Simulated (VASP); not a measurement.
# MoS2 (Cm) in VASP: notebook, part 2 of 2

VASP 6.6.1. The steps go on from the part before.

## Step 3: Single point, PBE+D3(BJ) (atoms displaced along a vibrational mode)

Input file INCAR:

```
ALGO = Normal ; EDIFF = 1E-7
ENCUT = 520 ; GGA = PE
ISIF = 2 ; ISMEAR = 0
IVDW = 12 ; LASPH = T
LCHARG = T ; LELF = T
LREAL = F ; LVHAR = T
LWAVE = F ; NBANDS = 20
NELM = 80 ; PREC = Accurate
SIGMA = 0.05
```

Input file KPOINTS:

```
k-points
0
Gamma
  12 12 12
```

Input file POSCAR:

```
MoS2
1.0
    1.5764743789      0.9101779070      5.9965349857
   -1.5764743789      0.9101779070      5.9965349857
    0.0000000000     -1.8203558141      5.9965349857
Mo S
1 2
Direct
    0.0183354084      0.0183354084     -0.0366190023
    0.7260919685      0.7260919685      0.8084934413
    0.5523677644      0.5523677644      0.6344352784
```

Potentials or basis: VASP PAW PBE potentials, release 64 (Mo_sv, S).

Command:

```console
> cat potpaw_PBE.64/Mo_sv/POTCAR potpaw_PBE.64/S/POTCAR > POTCAR
> mpirun -np 1 vasp_std > vasp.out
```

OUTCAR:

```text
EDIFF = 1E-7
   ENCUT = 520
   GGA = PE
   ISIF = 2
   ISMEAR = 0
   IVDW = 12
   LASPH = T
   LREAL = F
   NELM = 80
   PREC = Accurate
 IVDW          = 12

 ion  position               nearest neighbor table
   1  0.018  0.018  0.963-   2 2.32   2 2.32   3 2.32   3 2.32   2 2.59   3 2.59
   2  0.726  0.726  0.808-   1 2.32   1 2.32   1 2.59
   3  0.552  0.552  0.634-   1 2.32   1 2.32   1 2.59

  LATTYP: Found a trigonal (rhomboedric) cell.
 ALAT       =     6.2667477310
 COS(alpha) =     0.8734333152

  Lattice vectors:

 A1 = (   1.5764743789,   0.9101779070,   5.9965349857)
 A2 = (  -1.5764743789,   0.9101779070,   5.9965349857)
 A3 = (   0.0000000000,  -1.8203558141,   5.9965349857)

Analysis of symmetry for initial positions (statically):
=====================================================================
 Subroutine PRICEL returns:
 Original cell was already a primitive cell.

 Routine SETGRP: Setting up the symmetry group for a
 trigonal (rhombohedral) supercell.

 Subroutine GETGRP returns: Found  2 space group operations
 (whereof  2 operations were pure point group operations)
 out of a pool of 12 trial point group operations.

The static configuration has the point symmetry C_1h.

Analysis of symmetry for dynamics (positions and initial velocities):
=====================================================================
 Subroutine PRICEL returns:
 Original cell was already a primitive cell.

 Routine SETGRP: Setting up the symmetry group for a
 trigonal (rhombohedral) supercell.

 Subroutine GETGRP returns: Found  2 space group operations
 (whereof  2 operations were pure point group operations)
 out of a pool of 12 trial point group operations.

The dynamic configuration has the point symmetry C_1h.

 Subroutine INISYM returns: Found  2 space group operations
 (whereof  2 operations are pure point group operations),
 and found     1 'primitive' translations

----------------------------------------------------------------------------------------

                                     Primitive cell

  volume of cell :      51.6256

  direct lattice vectors                    reciprocal lattice vectors
     1.576474379  0.910177907  5.996534986     0.317163416  0.183114384  0.055587658
    -1.576474379  0.910177907  5.996534986    -0.317163416  0.183114384  0.055587658
     0.000000000 -1.820355814  5.996534986     0.000000000 -0.366228768  0.055587658

  length of vectors
     6.266747731  6.266747731  6.266747731     0.370423404  0.370423404  0.370423404

  position of ions in fractional coordinates (direct lattice)
     0.018335408  0.018335408  0.963380998
     0.726091969  0.726091969  0.808493441
     0.552367764  0.552367764  0.634435278

  ion indices of the primitive-cell ions
   primitive index   ion index
                 1           1
                 2           2
                 3           3

----------------------------------------------------------------------------------------

 KPOINTS: k-points

Automatic generation of k-mesh.
 Grid dimensions read from file:
 generate k-points for:   12   12   12

 Generating k-lattice:

  Cartesian coordinates                     Fractional coordinates (reciprocal lattice)
     0.026430285  0.015259532  0.004632305     0.083333333 -0.000000000  0.000000000
    -0.026430285  0.015259532  0.004632305    -0.000000000  0.083333333  0.000000000
     0.000000000 -0.030519064  0.004632305    -0.000000000 -0.000000000  0.083333333

  Length of vectors
     0.030868617  0.030868617  0.030868617

  Shift w.r.t. Gamma in fractional coordinates (k-lattice)
     0.000000000  0.000000000  0.000000000

 Subroutine IBZKPT returns following result:
 ===========================================

 Found    476 irreducible k-points:

 Following reciprocal coordinates:
            Coordinates               Weight
  0.000000  0.000000  0.000000      1.000000
  0.083333 -0.000000  0.000000      4.000000
  0.000000  0.000000  0.083333      2.000000
  0.166667 -0.000000 -0.000000      4.000000
  0.000000  0.000000  0.166667      2.000000
  0.250000  0.000000  0.000000      4.000000
[... 16 lines left out ...]
 -0.333333  0.000000 -0.083333      4.000000
  0.083333  0.000000  0.333333      4.000000
 [... further k-points ...]
   k-points           NKPTS =    476   k-points in BZ     NKDIM =    476   number of bands    NBANDS=     20
   number of dos      NEDOS =    301   number of ions     NIONS =      3
   total plane-waves  NPLWV = 110592
   dimension x,y,z NGX =    48 NGY =   48 NGZ =   48
   dimension x,y,z NGXF=    96 NGYF=   96 NGZF=   96
   ions per type =               1   2
   NGX,Y,Z   is equivalent  to a cutoff of  12.73, 12.73, 12.73 a.u.
   NGXF,Y,Z  is equivalent  to a cutoff of  25.47, 25.47, 25.47 a.u.
 SYSTEM =  unknown system
   PREC   = accura    normal or accurate (medium, high low for compatibility)
   ISTART =      0    job   : 0-new  1-cont  2-samecut
   ICHARG =      2    charge: 1-file 2-atom 10-const
   ISPIN  =      1    spin polarized calculation?
   LNONCOLLINEAR =      F non collinear calculations
   LSORBIT =      F    spin-orbit coupling
   LASPH  =      T    aspherical Exc in radial PAW
   ENCUT  =  520.0 eV  38.22 Ry    6.18 a.u.  11.65 11.65 11.65*2*pi/ulx,y,z
   NELM   =     80;   NELMIN=  2; NELMDL= -5     # of ELM steps
   EDIFF  = 0.1E-06   stopping-criterion for ELM
   LREAL  =      F    real-space projection
   EDIFFG = 0.1E-05   stopping-criterion for IOM
   NSW    =      0    number of steps for IOM
   IBRION =     -1    ionic relax: 0-MD 1-quasi-New 2-CG
   NFREE  =      0    steps in history (QN), initial steepest desc. (CG)
   ISIF   =      2    stress and relaxation
   ISYM   =      2    0-nonsym 1-usesym 2-fastsym
   POTIM  = 0.5000    time-step for ionic-motion
   TEBEG  =    0.0;   TEEND  =   0.0 temperature during run
   PSTRESS=    0.0 pullay stress
   NELECT =      26.0000    total number of electrons
   NUPDOWN=      -1.0000    fix difference up-down
   EMIN   =  10.00;   EMAX   =-10.00  energy-range for DOS
   EFERMI =   0.00;   METHOD = LEGACY
   ISMEAR =     0;   SIGMA  =   0.05  broadening in eV -4-tet -1-fermi 0-gaus
   EFERMI_NEDOS =   21; number of points for ismear=-14 and -15
   IALGO  =     38    algorithm
   IMIX   =      4    mixing-type and parameters
     AMIX     =   0.40;   BMIX     =  1.00
     AMIX_MAG =   1.60;   BMIX_MAG =  1.00
  volume/ion in A,a.u.               =      17.21       116.13
  Fermi-wavevector in a.u.,A,eV,Ry     =   1.302500  2.461368 23.082362  1.696506
  Thomas-Fermi vector in A             =   2.433564
   LORBIT       =      0    0 simple, 1 ext, 2 COOP (PROOUT), +10 PAW based schemes
   GGA     = PE    functional components
   LHFCALC =     F    Hartree Fock is set to
   AEXX    =    0.0000 exact exchange contribution
   IVDW    =    12    specifies the selected vdW correction
   LEPSILON=     F    determine dielectric tensor
   LRPA    =     F    only Hartree local field effects (RPA)
 non-spin polarized calculation
 Gauss-broadening in eV      SIGMA  =   0.05
  energy-cutoff  :      520.00
  volume of cell :       51.63
 maximum number of plane-waves:      1408
   NGX = 23   NGY = 23   NGZ = 23

 number of electron      26.0000002 magnetization

 Free energy of the ion-electron system (eV)
  ---------------------------------------------------
  ext. energy  EPLUGINS =         0.00000000
  ---------------------------------------------------
  free energy    TOTEN  =       -21.17055803 eV

  energy without entropy =      -21.17055803  energy(sigma->0) =      -21.17055803

 E-fermi :   8.4738     XC(G=0): -11.0515

 val. band max:        8.0508253536   @ k =   0.5000   0.5000   0.5000
 cond. band min:       8.7117916563   @ k =   0.1667  -0.0000  -0.1667
 fundamental gap:      0.6609663028
 Fermi energy:         8.4738377174

 k-point     1 :       0.0000    0.0000    0.0000
  band No.  band energies     occupation
      1     -53.4926      2.00000
      2     -27.7037      2.00000
      3     -27.4635      2.00000
      4     -27.3733      2.00000
      5      -7.1190      2.00000
      6      -5.3032      2.00000
[... 12 lines left out ...]
     19      15.9835      0.00000
[... 513 lines left out ...]
      4     -27.5290      2.00000
      5      -5.9629      2.00000
      6      -4.8285      2.00000
[... 12 lines left out ...]
     19      16.3110      0.00000
     20      16.5008      0.00000

 [... further k-points ...]

------------------------ aborting loop because EDIFF is reached ----------------------------------------

 Edisp (eV)   -1.32113

 E8    (eV) :    -0.5328

  FORCE on cell =-STRESS in cart. coord.  units (eV):
  Direction    XX          YY          ZZ          XY          YZ          ZX
  --------------------------------------------------------------------------------------
  -------------------------------------------------------------------------------------
  Total       2.59751    -1.08788     1.87965     0.00000     0.00173     0.00000
  in kB      80.61248   -33.76195    58.33416     0.00000     0.05365     0.00000
  external pressure =       35.06 kB  Pullay stress =        0.00 kB

 VOLUME and BASIS-vectors are now :
 -----------------------------------------------------------------------------
  energy-cutoff  :      520.00
  volume of cell :       51.63
      direct lattice vectors                 reciprocal lattice vectors
     1.576474379  0.910177907  5.996534986     0.317163416  0.183114384  0.055587658
    -1.576474379  0.910177907  5.996534986    -0.317163416  0.183114384  0.055587658
     0.000000000 -1.820355814  5.996534986     0.000000000 -0.366228768  0.055587658

 POSITION                                       TOTAL-FORCE (eV/Angst)
 -----------------------------------------------------------------------------------
      0.00000     -1.72032      5.99685         0.000000     -4.532814     -0.000492
      0.00000     -0.15000     13.55623         0.000000      2.263882      0.637046
      0.00000     -0.14939     10.42900         0.000000      2.268932     -0.636553
 -----------------------------------------------------------------------------------
    total drift:                               -0.000000     -0.000072      0.000022

  FREE ENERGIE OF THE ION-ELECTRON SYSTEM (eV)
  ---------------------------------------------------
  free  energy   TOTEN  =       -22.4916844653 eV

  energy  without entropy=      -22.4916844653  energy(sigma->0) =      -22.49168447
```

OSZICAR:

```text
N       E                     dE             d eps       ncg     rms          rms(c)
DAV:   1     0.178286025281E+03    0.17829E+03   -0.13543E+04 19104   0.123E+03
DAV:   2    -0.151934778606E+02   -0.19348E+03   -0.18798E+03 22992   0.317E+02
DAV:   3    -0.225290254675E+02   -0.73355E+01   -0.72654E+01 23864   0.568E+01
DAV:   4    -0.226091008461E+02   -0.80075E-01   -0.80026E-01 22780   0.630E+00
DAV:   5    -0.226103233528E+02   -0.12225E-02   -0.12224E-02 23804   0.768E-01    0.255E+01
DAV:   6    -0.215912788188E+02    0.10190E+01   -0.11832E+01 20152   0.197E+01    0.946E+00
DAV:   7    -0.213046641583E+02    0.28661E+00   -0.50325E+00 19484   0.121E+01    0.651E+00
DAV:   8    -0.211699250052E+02    0.13474E+00   -0.74196E-01 21020   0.494E+00    0.193E+00
DAV:   9    -0.211719788247E+02   -0.20538E-02   -0.26230E-02 22532   0.104E+00    0.692E-01
DAV:  10    -0.211705520927E+02    0.14267E-02   -0.10723E-02 21216   0.654E-01    0.137E-01
DAV:  11    -0.211705656812E+02   -0.13588E-04   -0.49721E-04 22204   0.151E-01    0.529E-02
DAV:  12    -0.211705442679E+02    0.21413E-04   -0.92162E-05 21620   0.613E-02    0.300E-02
DAV:  13    -0.211705577591E+02   -0.13491E-04   -0.20800E-05 20776   0.271E-02    0.855E-03
DAV:  14    -0.211705579419E+02   -0.18274E-06   -0.12331E-06 25344   0.651E-03    0.306E-03
DAV:  15    -0.211705580321E+02   -0.90222E-07   -0.59780E-07 21176   0.458E-03
   1 F= -.22491684E+02 E0= -.22491684E+02  d E =-.952057E-14
```

It took 12 min on 1 thread of Intel Xeon Platinum 8488C (Sapphire Rapids), shared host; peak memory 0.65 GiB.

What came out:

```yaml
Free_energy: -22.4917 eV
Pressure: 3.5 GPa
Largest_force: 4.533 eV/Å
Band_gap_on_the_k_mesh: 0.66 eV (least direct gap 0.86 eV)
Dispersion_energy_per_atom: -0.440 eV
```

Forces in eV/Å, atoms in the order of the input:
```
Mo   0.000 -4.533  0.000
S    0.000  2.264  0.637
S    0.000  2.269 -0.637
```

Stress tensor (GPa, compression positive):
```
 8.06  0.00  0.00
 0.00 -3.38  0.01
 0.00  0.01  5.83
```

Caveat: the cell differs from its parent crystal (atoms displaced along a vibrational mode); the stress differs along the axes, from -3 to 8 GPa; forces of over 1 eV/Å act on the atoms, so gaps and moduli don't describe the material at rest. A k mesh can miss the band edges.

The gap in the log of VASP goes by the Fermi energy; the results here count the filled bands.